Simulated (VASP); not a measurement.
# LiSi16 (a cell with a defect) in VASP: a series of runs

Runs on LiSi16 (a cell with a defect). Level: r2SCAN. Tasks: single point.

All numbers are computed with VASP 6.6.1; they aren't measurements. Logs are shortened: lines on timing, memory, paths and dates and some standing lists are left out, and cuts for length are marked.

### 1 The cell of the first run

The cell holds a defect, 17 atoms: a = 7.679 Å, b = 7.679 Å, c = 7.679 Å, α = 60.00°, β = 60.00°, γ = 60.00°.

### 2 Single point, r2SCAN

POSCAR reads:

```
LiSi16
1.0
    0.0000000000      5.4300000000      5.4300000000
    5.4300000000      0.0000000000      5.4300000000
    5.4300000000      5.4300000000      0.0000000000
Si Li
16 1
Direct
   -0.0040716390     -0.0012944751     -0.0010132597
    0.1061560773      0.1313212707      0.1314363720
   -0.0038471455     -0.0013767956      0.5066635359
    0.1289820442      0.1209402394      0.6252481584
   -0.0037228361      0.5063771639     -0.0011550645
    0.1287720994      0.6250418969      0.1213032228
    0.0188261510      0.4936806630      0.4939370166
    0.1288119705      0.6249885820      0.6252476980
    0.4765169429      0.0074598527      0.0080373849
    0.6192838858      0.1199148250      0.1201684162
    0.5023289134     -0.0109510129      0.5044709024
    0.6195790976      0.1199129834      0.6406575506
    0.5021139042      0.5039825967     -0.0101332413
    0.6197905157      0.6401720994      0.1201807551
    0.5021456722      0.5039447514      0.5043191529
    0.6466418048      0.6173878453      0.6181213628
    0.6625345304      0.2788070902      0.2793737569
```

INCAR.step1 reads:

```
PREC     = Accurate       # precision mode
ENCUT    = 520            # plane-wave cutoff, eV
ISMEAR   = 0              # smearing method
SIGMA    = 0.05           # smearing width, eV
LREAL    = Auto         
LASPH    = T              # aspherical terms in the spheres
NELM     = 100            # most SCF steps
NBANDS   = 48             # bands
NELECT   = 66.0         
GGA      = PE             # functional
ALGO     = Normal         # electronic algorithm
EDIFF    = 1E-4           # SCF threshold, eV
LWAVE    = T              # write WAVECAR
LCHARG   = F              # write CHGCAR
```

INCAR.step2 reads:

```
PREC     = Accurate       # precision mode
ENCUT    = 520            # plane-wave cutoff, eV
EDIFF    = 1E-6           # SCF threshold, eV
ISMEAR   = 0              # smearing method
SIGMA    = 0.05           # smearing width, eV
LREAL    = Auto         
LASPH    = T              # aspherical terms in the spheres
NELM     = 100            # most SCF steps
ALGO     = Normal         # electronic algorithm
ISIF     = 2              # what is computed and relaxed
LWAVE    = F              # write WAVECAR
LCHARG   = F              # write CHGCAR
METAGGA  = R2SCAN         # meta-GGA
LMIXTAU  = T            
NBANDS   = 48             # bands
NELECT   = 66.0         
ISTART   = 1
```

KPOINTS reads:

```
Automatic mesh
0
Gamma
  2 2 2
```

Potentials or basis: VASP PAW PBE potentials, release 64 (Si, Li_sv).

Run with:

```console
$ cat potpaw_PBE.64/Si/POTCAR potpaw_PBE.64/Li_sv/POTCAR > POTCAR
$ cp INCAR.step1 INCAR
$ mpirun -np 1 vasp_std > vasp.out
$ cp INCAR.step2 INCAR
$ mpirun -np 1 vasp_std > vasp.out
```

OUTCAR:

```text
PREC = Accurate
   ENCUT = 520
   EDIFF = 1E-6
   ISMEAR = 0
   LREAL = Auto
   LASPH = T
   NELM = 100
   ISIF = 2
   METAGGA = R2SCAN
   NELECT = 66.0
   ISTART = 1

 ion  position               nearest neighbor table
   1  0.996  0.999  0.999-   6 2.34   4 2.34   2 2.36  10 2.36
   2  0.106  0.131  0.131-   9 2.32   5 2.35   3 2.35   1 2.36  17 2.78
   3  0.996  0.999  0.507-   8 2.34   4 2.34   2 2.35  12 2.36
   4  0.129  0.121  0.625-   7 2.34  11 2.34   3 2.34   1 2.34
   5  0.996  0.506  0.999-   8 2.34   6 2.34   2 2.35  14 2.36
   6  0.129  0.625  0.121-   7 2.34  13 2.34   5 2.34   1 2.34
   7  0.019  0.494  0.494-  16 2.33   8 2.34   6 2.34   4 2.34
   8  0.129  0.625  0.625-   7 2.34  15 2.34   5 2.34   3 2.34
   9  0.477  0.007  0.008-  14 2.31  10 2.31  12 2.31   2 2.32
  10  0.619  0.120  0.120-   9 2.31  17 2.32   1 2.36  13 2.41  11 2.41
  11  0.502  0.989  0.504-  16 2.33   4 2.34  12 2.41  10 2.41  17 2.49
  12  0.620  0.120  0.641-   9 2.31  17 2.32   3 2.36  15 2.41  11 2.41
  13  0.502  0.504  0.990-  16 2.33   6 2.34  10 2.41  14 2.41  17 2.49
  14  0.620  0.640  0.120-   9 2.31  17 2.32   5 2.36  15 2.41  13 2.41
  15  0.502  0.504  0.504-  16 2.33   8 2.34  12 2.41  14 2.41  17 2.49
  16  0.647  0.617  0.618-   7 2.33  11 2.33  15 2.33  13 2.33
  17  0.663  0.279  0.279-  10 2.32  12 2.32  14 2.32  13 2.49  11 2.49  15 2.49   2 2.78

  LATTYP: Found a face centered cubic cell.
 ALAT       =    10.8600000000

  Lattice vectors:

 A1 = (   0.0000000000,   5.4300000000,   5.4300000000)
 A2 = (   5.4300000000,   0.0000000000,   5.4300000000)
 A3 = (   5.4300000000,   5.4300000000,   0.0000000000)

Analysis of symmetry for initial positions (statically):
=====================================================================
 Subroutine PRICEL returns:
 Original cell was already a primitive cell.

 Routine SETGRP: Setting up the symmetry group for a
 face centered cubic supercell.

 Subroutine GETGRP returns: Found  1 space group operations
 (whereof  1 operations were pure point group operations)
 out of a pool of 48 trial point group operations.

The static configuration has the point symmetry C_1 .

Analysis of symmetry for dynamics (positions and initial velocities):
=====================================================================
 Subroutine PRICEL returns:
 Original cell was already a primitive cell.

 Routine SETGRP: Setting up the symmetry group for a
 face centered cubic supercell.

 Subroutine GETGRP returns: Found  1 space group operations
 (whereof  1 operations were pure point group operations)
 out of a pool of 48 trial point group operations.

The dynamic configuration has the point symmetry C_1 .

 Subroutine INISYM returns: Found  1 space group operations
 (whereof  1 operations are pure point group operations),
 and found     1 'primitive' translations

----------------------------------------------------------------------------------------

                                     Primitive cell

  volume of cell :     320.2060

  direct lattice vectors                    reciprocal lattice vectors
     0.000000000  5.430000000  5.430000000    -0.092081031  0.092081031  0.092081031
     5.430000000  0.000000000  5.430000000     0.092081031 -0.092081031  0.092081031
     5.430000000  5.430000000  0.000000000     0.092081031  0.092081031 -0.092081031

  length of vectors
     7.679179644  7.679179644  7.679179644     0.159489025  0.159489025  0.159489025

  position of ions in fractional coordinates (direct lattice)
     0.995928361  0.998705525  0.998986740
     0.106156077  0.131321271  0.131436372
     0.996152854  0.998623204  0.506663536
     0.128982044  0.120940239  0.625248158
     0.996277164  0.506377164  0.998844936
     0.128772099  0.625041897  0.121303223
[... 9 lines left out ...]
     0.646641805  0.617387845  0.618121363
     0.662534530  0.278807090  0.279373757

  ion indices of the primitive-cell ions
   primitive index   ion index
                 1           1
                 2           2
                 3           3
                 4           4
                 5           5
                 6           6
[... 9 lines left out ...]
                16          16
                17          17

----------------------------------------------------------------------------------------

 KPOINTS: Automatic mesh

Automatic generation of k-mesh.
 Grid dimensions read from file:
 generate k-points for:    2    2    2

 Generating k-lattice:

  Cartesian coordinates                     Fractional coordinates (reciprocal lattice)
    -0.046040516  0.046040516  0.046040516     0.500000000  0.000000000  0.000000000
     0.046040516 -0.046040516  0.046040516     0.000000000  0.500000000  0.000000000
     0.046040516  0.046040516 -0.046040516     0.000000000  0.000000000  0.500000000

  Length of vectors
     0.079744512  0.079744512  0.079744512

  Shift w.r.t. Gamma in fractional coordinates (k-lattice)
     0.000000000  0.000000000  0.000000000

 Subroutine IBZKPT returns following result:
 ===========================================

 Found      8 irreducible k-points:

 Following reciprocal coordinates:
            Coordinates               Weight
  0.000000  0.000000  0.000000      1.000000
  0.500000  0.000000  0.000000      1.000000
  0.000000  0.500000  0.000000      1.000000
  0.000000  0.000000  0.500000      1.000000
  0.500000  0.500000  0.500000      1.000000
  0.500000  0.500000  0.000000      1.000000
  0.000000  0.500000  0.500000      1.000000
  0.500000  0.000000  0.500000      1.000000
   k-points           NKPTS =      8   k-points in BZ     NKDIM =      8   number of bands    NBANDS=     48
   number of dos      NEDOS =    301   number of ions     NIONS =     17
   total plane-waves  NPLWV = 216000
   dimension x,y,z NGX =    60 NGY =   60 NGZ =   60
   dimension x,y,z NGXF=   120 NGYF=  120 NGZF=  120
   ions per type =              16   1
   NGX,Y,Z   is equivalent  to a cutoff of  12.99, 12.99, 12.99 a.u.
   NGXF,Y,Z  is equivalent  to a cutoff of  25.98, 25.98, 25.98 a.u.
 SYSTEM =  unknown system
   PREC   = accura    normal or accurate (medium, high low for compatibility)
   ISTART =      1    job   : 0-new  1-cont  2-samecut
   ICHARG =      0    charge: 1-file 2-atom 10-const
   ISPIN  =      1    spin polarized calculation?
   LNONCOLLINEAR =      F non collinear calculations
   LSORBIT =      F    spin-orbit coupling
   LASPH  =      T    aspherical Exc in radial PAW
   ENCUT  =  520.0 eV  38.22 Ry    6.18 a.u.  14.28 14.28 14.28*2*pi/ulx,y,z
   NELM   =    100;   NELMIN=  2; NELMDL=  0     # of ELM steps
   EDIFF  = 0.1E-05   stopping-criterion for ELM
   LREAL  =      T    real-space projection
   EDIFFG = 0.1E-04   stopping-criterion for IOM
   NSW    =      0    number of steps for IOM
   IBRION =     -1    ionic relax: 0-MD 1-quasi-New 2-CG
   NFREE  =      0    steps in history (QN), initial steepest desc. (CG)
   ISIF   =      2    stress and relaxation
   ISYM   =      2    0-nonsym 1-usesym 2-fastsym
   POTIM  = 0.5000    time-step for ionic-motion
   TEBEG  =    0.0;   TEEND  =   0.0 temperature during run
   PSTRESS=    0.0 pullay stress
   NELECT =      66.0000    total number of electrons
   NUPDOWN=      -1.0000    fix difference up-down
   EMIN   =  10.00;   EMAX   =-10.00  energy-range for DOS
   EFERMI =   0.00;   METHOD = LEGACY
   ISMEAR =     0;   SIGMA  =   0.05  broadening in eV -4-tet -1-fermi 0-gaus
   EFERMI_NEDOS =   21; number of points for ismear=-14 and -15
   IALGO  =     38    algorithm
   IMIX   =      4    mixing-type and parameters
     AMIX     =   0.40;   BMIX     =  1.00
     AMIX_MAG =   1.60;   BMIX_MAG =  1.00
  volume/ion in A,a.u.               =      18.84       127.11
  Fermi-wavevector in a.u.,A,eV,Ry     =   0.967044  1.827449 12.723821  0.935174
  Thomas-Fermi vector in A             =   2.096897
   LORBIT       =      0    0 simple, 1 ext, 2 COOP (PROOUT), +10 PAW based schemes
   METAGGA = R2SCAN    functional components
   LHFCALC =     F    Hartree Fock is set to
   AEXX    =    0.0000 exact exchange contribution
   IVDW    =     0    specifies the selected vdW correction
   LEPSILON=     F    determine dielectric tensor
   LRPA    =     F    only Hartree local field effects (RPA)
 non-spin polarized calculation
 Gauss-broadening in eV      SIGMA  =   0.05
  energy-cutoff  :      520.00
  volume of cell :      320.21
 maximum number of plane-waves:      8646
 NGX is ok and might be reduce to    60
   NGX = 29   NGY = 29   NGZ = 29

 number of electron      66.0000001 magnetization

 Free energy of the ion-electron system (eV)
  ---------------------------------------------------
  ext. energy  EPLUGINS =         0.00000000
  ---------------------------------------------------
  free energy    TOTEN  =      -147.50757266 eV

  energy without entropy =     -147.50757266  energy(sigma->0) =     -147.50757266

 E-fermi :   6.2684     XC(G=0):  -9.8959

 val. band max:        5.9620988911   @ k =   0.0000   0.0000   0.0000
 cond. band min:       6.6368014158   @ k =   0.0000   0.0000   0.0000
 fundamental gap:      0.6747025248
 Fermi energy:         6.2684173606

 k-point     1 :       0.0000    0.0000    0.0000
  band No.  band energies     occupation
      1     -42.0921      2.00000
      2      -6.5671      2.00000
      3      -4.2048      2.00000
      4      -4.1451      2.00000
      5      -4.1444      2.00000
      6      -4.1092      2.00000
[... 37 lines left out ...]
     44       8.4037      0.00000
     45       8.4070      0.00000

 k-point     2 :       0.5000    0.0000    0.0000
  band No.  band energies     occupation
      1     -42.0921      2.00000
      2      -5.7899      2.00000
      3      -5.6662      2.00000
      4      -3.8528      2.00000
      5      -3.8230      2.00000
      6      -3.8227      2.00000
[... 280 lines left out ...]
 k-point     8 :       0.5000    0.0000    0.5000
  band No.  band energies     occupation
      1     -42.0921      2.00000
      2      -5.4946      2.00000
      3      -5.3985      2.00000
      4      -4.4772      2.00000
      5      -4.4441      2.00000
      6      -4.4414      2.00000
[... 37 lines left out ...]
     44      10.5344      0.00000
     45      10.5889      0.00000
 [bands above 45 left out]

------------------------ aborting loop because EDIFF is reached ----------------------------------------

  FORCE on cell =-STRESS in cart. coord.  units (eV):
  Direction    XX          YY          ZZ          XY          YZ          ZX
  --------------------------------------------------------------------------------------
  -------------------------------------------------------------------------------------
  Total       -3.6339584     -3.6277580     -3.6316703      0.6631984     -0.6813454      0.6800572
  in kB      -18.1828122    -18.1517878    -18.1713632      3.3183681     -3.4091682      3.4027227
  external PRESSURE =     -18.1686544 kB  Pullay stress =       0.0000000 kB

 VOLUME and BASIS-vectors are now :
 -----------------------------------------------------------------------------
  energy-cutoff  :      520.00
  volume of cell :      320.21
      direct lattice vectors                 reciprocal lattice vectors
     0.000000000  5.430000000  5.430000000    -0.092081031  0.092081031  0.092081031
     5.430000000  0.000000000  5.430000000     0.092081031 -0.092081031  0.092081031
     5.430000000  5.430000000  0.000000000     0.092081031  0.092081031 -0.092081031

 POSITION                                       TOTAL-FORCE (eV/Angst)
 -----------------------------------------------------------------------------------
     10.84747     10.83239     10.83086         0.022369     -0.039036     -0.030622
      1.42677      1.29013      1.28950        -0.003325     -0.001073     -0.018058
      8.17371      8.16029     10.83163         0.040365     -0.021997     -0.029604
      4.05180      4.09547      1.35708         0.026357     -0.024875     -0.028188
      8.17336     10.83351      8.15941         0.036748     -0.034472     -0.023801
      4.05265      1.35791      4.09321         0.026777     -0.020285     -0.020972
[... 9 lines left out ...]
      6.70881      6.86766      6.86368         0.064389     -0.062614     -0.064078
      3.03092      5.11456      5.11148        -0.508019      0.504126      0.525234
 -----------------------------------------------------------------------------------
    total drift:                               -0.031993      0.027678      0.058241

  FREE ENERGIE OF THE ION-ELECTRON SYSTEM (eV)
  ---------------------------------------------------
  free  energy   TOTEN  =      -147.5075726639 eV

  energy  without entropy=     -147.5075726639  energy(sigma->0) =     -147.50757266
```

It took 9.4 min on 1 thread of AMD EPYC 9R45 (Zen 5), shared host; peak memory 0.52 GiB.

Results:

- Free energy: -147.5076 eV
- Largest force: 0.888 eV/Å

Forces on the atoms (eV/Å):
```
Si   0.022 -0.039 -0.031
Si  -0.003 -0.001 -0.018
Si   0.040 -0.022 -0.030
Si   0.026 -0.025 -0.028
Si   0.037 -0.034 -0.024
Si   0.027 -0.020 -0.021
Si   0.039 -0.041 -0.055
Si   0.019 -0.026 -0.022
Si   0.013 -0.014 -0.003
Si   0.034 -0.033 -0.051
Si   0.055 -0.056  0.010
Si   0.039 -0.031 -0.059
Si   0.044 -0.004 -0.045
Si   0.050 -0.052 -0.041
Si   0.002 -0.044 -0.044
Si   0.064 -0.063 -0.064
Li  -0.508  0.504  0.525
```

Caveat: the k points lie up to 0.50 Å⁻¹ apart; the cell carries a net charge on a neutralising background, which shifts energy and pressure; the cell is charged against a uniform background, so pressure and absolute levels hang on convention; the cutoff is under 1.25 times the usual one of these potentials, so pressure, stress and relaxed cells hold a basis-set (Pulay) error; the PAW data sets were made with another functional, which shifts forces and pressure a little.

### 3 Single point, r2SCAN

POSCAR reads:

```
LiSi16
1.0
    0.0000000000      5.4300000000      5.4300000000
    5.4300000000      0.0000000000      5.4300000000
    5.4300000000      5.4300000000      0.0000000000
Si Li
16 1
Direct
   -0.0044209024      0.0005404236     -0.0000019337
    0.1056430018      0.1318190608      0.1313562615
   -0.0043200737      0.0005060773      0.5040149171
    0.1286762431      0.1189502762      0.6262712707
   -0.0043806630      0.5043913444      0.0000767956
    0.1281580110      0.6268355433      0.1187055249
    0.0181860037      0.4942963168      0.4938762431
    0.1281450276      0.6268448435      0.6264787293
    0.4778265193      0.0074734807      0.0073480663
    0.6222215470      0.1212340700      0.1209244936
    0.5053910681     -0.0154312155      0.5051133517
    0.6223263352      0.1212650092      0.6355847145
    0.5046997238      0.5054455801     -0.0150964088
    0.6222905157      0.6357089319      0.1210641805
    0.5046643646      0.5054431860      0.5051251381
    0.6478407919      0.6172238490      0.6175151934
    0.4611326888      0.3461448435      0.3464120626
```

INCAR.step1 reads:

```
SYSTEM = LiSi16
PREC = Accurate ; ENCUT = 520
ISMEAR = 0 ; SIGMA = 0.05
LREAL = Auto ; LASPH = .True.
NELM = 60 ; NELECT = 66.0
NBANDS = 48 ; GGA = PE
ALGO = Normal ; EDIFF = 1E-4
LWAVE = .True. ; LCHARG = .False.
```

INCAR.step2 reads:

```
SYSTEM = LiSi16
PREC = Accurate ; ENCUT = 520
EDIFF = 1E-6 ; ISMEAR = 0
SIGMA = 0.05 ; LREAL = Auto
LASPH = .True. ; NELM = 60
ALGO = Normal ; ISIF = 2
LWAVE = .False. ; LCHARG = .False.
METAGGA = R2SCAN ; LMIXTAU = .True.
NELECT = 66.0 ; NBANDS = 48
ISTART = 1
```

KPOINTS reads:

```
Automatic mesh
0
Gamma
  2 2 2
  0 0 0
```

Potentials or basis: VASP PAW PBE potentials, release 64 (Si, Li_sv).

Run with:

```console
$ cat potpaw_PBE.64/Si/POTCAR potpaw_PBE.64/Li_sv/POTCAR > POTCAR
$ cp INCAR.step1 INCAR
$ mpirun -np 1 vasp_std > vasp.out
$ cp INCAR.step2 INCAR
$ mpirun -np 1 vasp_std > vasp.out
```

Wall time 10 min (1 thread of AMD EPYC 9R45 (Zen 5), shared host); peak memory 0.53 GiB.

Results (log left out):

```
Free energy   : -147.5120 eV
Largest force : 0.831 eV/Å
```

Forces in eV/Å, atoms in the order of the input:
```
Si  -0.024  0.022  0.024
Si  -0.049  0.046  0.035
Si  -0.020  0.022  0.025
Si  -0.030  0.034  0.021
Si  -0.021  0.023  0.018
Si  -0.027  0.022  0.037
Si  -0.012  0.007 -0.007
Si  -0.021  0.030  0.036
Si  -0.062  0.062  0.065
Si   0.006  0.052  0.047
Si  -0.039  0.033  0.030
Si  -0.047  0.000  0.044
Si  -0.059  0.030  0.045
Si  -0.041  0.042 -0.002
Si  -0.034  0.056  0.048
Si  -0.001  0.006  0.006
Li   0.480 -0.487 -0.472
```

Levels at points of the mesh, in eV from the Fermi level:
```csv
k point,band 30,band 31,band 32,band 33,band 34,band 35,band 36,band 37
"(0.00, 0.00, 0.00)",-1.46,-0.36,-0.31,-0.31,0.37,0.53,0.53,0.62
"(0.50, 0.00, 0.00)",-1.17,-1.17,-1.07,-1.07,1.20,1.20,1.22,1.62
"(0.00, 0.50, 0.00)",-1.20,-1.18,-1.11,-1.09,1.09,1.22,1.39,1.42
"(0.00, 0.00, 0.50)",-1.19,-1.18,-1.12,-1.09,1.09,1.22,1.39,1.42
"(0.50, 0.50, 0.50)",-1.19,-1.18,-1.12,-1.09,1.09,1.22,1.39,1.42
"(0.50, 0.50, 0.00)",-1.78,-1.78,-1.71,-1.66,0.91,1.02,2.16,2.25
"(0.00, 0.50, 0.50)",-1.78,-1.78,-1.71,-1.66,0.91,1.02,2.16,2.26
"(0.50, 0.00, 0.50)",-1.78,-1.78,-1.71,-1.66,0.91,1.02,2.16,2.25
```

Caveat: the k points lie up to 0.50 Å⁻¹ apart; the cell carries a net charge on a neutralising background, which shifts energy and pressure; the cell is charged against a uniform background, so pressure and absolute levels hang on convention; the cutoff is under 1.25 times the usual one of these potentials, so pressure, stress and relaxed cells hold a basis-set (Pulay) error; the PAW data sets were made with another functional, which shifts forces and pressure a little.
